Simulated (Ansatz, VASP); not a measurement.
# One calculation of VN, two programs

```
V N
1.0
     0.00000    2.03654    2.03654
     2.03654    0.00000    2.03654
     2.03654    2.03654    0.00000
V N
1 1
Direct
  0.50000 0.50000 0.50000
  0.00000 0.00000 0.00000
```

Alike in both runs: task relaxation of cell and atoms; functional PBEsol; k mesh 18 × 18 × 18; occupations gaussian, width 0.1 eV; no spin polarisation.

```csv
,VASP,Ansatz
version,VASP 6.6.1,Ansatz 0.2.0
potentials or method,"VASP PAW PBE potentials, release 64 (V_sv, N), cutoff 600 eV","scalar-relativistic, plane waves, PAW"
valence electrons in the cell,18,18
```

VASP gave:

| Quantity | Value |
| --- | --- |
| gap on the k mesh at the Fermi level, each at its own relaxed structure (eV) | none |
| relaxed volume (Å³/atom) | 8.46 |
| relaxed cell length with the largest relative difference (Å) | 2.882 |

Task: Estimate Ansatz's values.

Result: gap on the k mesh at the Fermi level, each at its own relaxed structure (eV): none; relaxed volume (Å³/atom): 8.45; relaxed cell length with the largest relative difference (Å): 2.880.

VASP's potentials were made for PBE, not for PBEsol. A gap of «none» marks a metal or a gap that the smearing closes.

Noted on VASP's run: too few bands were computed for a metal, which touches its energy and stress.
